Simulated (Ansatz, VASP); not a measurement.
Two plane-wave programs on ZnS

```xyz
8
Lattice="3.8457 0.0000 0.0000 -1.9229 3.3305 0.0000 0.0000 0.0000 12.6085" Properties=species:S:1:pos:R:3 pbc="T T T"
Zn    0.0000    2.2203    0.0328
Zn    0.0000    2.2203    6.3371
Zn    1.9229    1.1102    3.1849
Zn    1.9229    1.1102    9.4892
S     0.0000    2.2203    2.3943
S     0.0000    2.2203    8.6986
S     1.9229    1.1102    5.5465
S     1.9229    1.1102   11.8507
```

Alike in both runs: task single point; functional PBE; k mesh 6 × 6 × 1; occupations gaussian, width 0.1 eV; no spin polarisation.

|  | VASP | Ansatz |
| --- | --- | --- |
| version | VASP 6.6.1 | Ansatz 0.2.0 |
| potentials or method | VASP PAW PBE potentials, release 64 (Zn, S), cutoff 520 eV | scalar-relativistic, plane waves, PAW |
| valence electrons in the cell | 72 | 72 |

|  | VASP | Ansatz | Ansatz less VASP |
| --- | --- | --- | --- |
| gap on the k mesh at the Fermi level (eV) | 2.08 | 2.08 | -0.004 |
| least direct gap on the mesh (eV) | 2.08 | 2.08 | -0.004 |
| pressure (GPa) | 0.1 | 0.0 | -0.13 |

The k mesh is coarse, so the values compare programs but aren't converged.
